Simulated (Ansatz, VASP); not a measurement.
**PbS in VASP and in Ansatz**

```
Pb S
1.0
     0.00000    2.92053    2.87605
     2.92053    0.00000    2.87605
     2.92053    2.92053    0.00000
Pb S
1 1
Direct
  0.00000 0.00000 0.00000
  0.50000 0.50000 0.50000
```

Change from the starting cell: strain -0.015 along x and y, -0.030 along z, atoms carried along.

Alike in both runs: task single point; functional PBE; k mesh 10 × 10 × 10; occupations gaussian, width 0.03 eV; no spin polarisation.

```csv
,VASP,Ansatz
version,VASP 6.6.1,Ansatz 0.2.0
potentials or method,"VASP PAW PBE potentials, release 64 (Pb_d, S), cutoff 520 eV","scalar-relativistic, plane waves, PAW"
valence electrons in the cell,20,20
```

|  | VASP | Ansatz | Ansatz less VASP |
| --- | --- | --- | --- |
| gap on the k mesh at the Fermi level (eV) | 0.11 | 0.10 | -0.008 |
| least direct gap on the mesh (eV) | 0.11 | 0.10 | -0.008 |
| pressure (GPa) | 6.5 | 6.6 | +0.09 |
| traceless stress, the component that is largest in VASP (GPa) | 1.81 | 1.81 | 0.000 |

Neither program's run includes spin-orbit coupling.
